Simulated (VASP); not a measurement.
Input of a VASP 6.6.1 run:

Contents of POSCAR:

```
Mg
1.0
    3.1902620469     -0.0000000029      0.0000000000
   -1.5951310209      2.7628479788      0.0000000000
    0.0000000000      0.0000000000      5.1181738987
Mg
2
Direct
    0.3333333333      0.6666666667      0.2500000000
    0.6666666667      0.3333333333      0.7500000000
```

INCAR.step1

```
ALGO = Normal
EDIFF = 1E-4
ENCUT = 520
GGA = PE
ISMEAR = 0
LASPH = T
LCHARG = F
LREAL = F
LWAVE = T
NBANDS = 9
NELM = 100
PREC = Accurate
SIGMA = 0.1
```

File INCAR.step2:

```
ALGO = Normal
EDIFF = 1E-6
ENCUT = 520
ISIF = 2
ISMEAR = 0
ISTART = 1
LASPH = T
LCHARG = T
LELF = T
LMIXTAU = T
LREAL = F
LVHAR = T
LWAVE = F
METAGGA = R2SCAN
NBANDS = 9
NELM = 100
PREC = Accurate
SIGMA = 0.1
```

Contents of KPOINTS:

```
k-points
0
Gamma
  18 18 8
```

Potentials or basis: VASP PAW PBE potentials, release 64 (Mg).

The run is started by

```sh
$ cat potpaw_PBE.64/Mg/POTCAR > POTCAR
$ cp INCAR.step1 INCAR
$ mpirun -np 1 vasp_std > vasp.out
$ cp INCAR.step2 INCAR
$ mpirun -np 1 vasp_std > vasp.out
```

(1) Estimate the pressure.

(2) Predict the band gap on the k mesh.

## Answers

(1) -0.3 GPa.

(2) zero (band 2 reaches 3.75 eV, above the bottom of band 3 at 1.66 eV).

Caveat: the PAW data sets were made with another functional, which shifts forces and pressure a little.
